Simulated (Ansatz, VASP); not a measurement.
**Ni: VASP beside Ansatz**

```
Ni
1.0
     2.42184    0.00000    0.00000
    -1.21092    2.09737    0.00000
     0.00000    0.00000   23.90970
Ni
5
Direct
  0.33333 0.16667 0.33566
  0.66667 0.83333 0.41730
  0.00000 0.50000 0.50000
  0.33333 0.16667 0.58270
  0.66667 0.83333 0.66434
```

Alike in both runs: task single point; functional LDA; k mesh 15 × 15 × 1; occupations fermi-dirac, width 0.1 eV; collinear spin.

|  | VASP | Ansatz |
| --- | --- | --- |
| version | VASP 6.6.1 | Ansatz 0.2.0 |
| potentials or method | VASP PAW LDA potentials, release 64 (Ni), cutoff 520 eV | all-electron LAPW, scalar-relativistic |

|  | VASP | Ansatz | Ansatz less VASP |
| --- | --- | --- | --- |
| rms of the force components (eV/Å) | 0.003 | 0.003 | -0.0007 |
| net moment per atom (μB) | 0.60 | 0.62 | +0.027 |
| size of the moment on the site where the two differ most (μB) | 0.60 | 0.65 | +0.046 |

LDA's correlation is that of Perdew and Zunger in VASP and of Perdew and Wang (1992) in Ansatz. Site moments also hang on the region over which each program counts them. Atom by atom the forces differ by 0.001 eV/Å (rms over components). Ansatz ran all-electron here, and VASP with PAW potentials. Ansatz's warnings: slab cell height set.
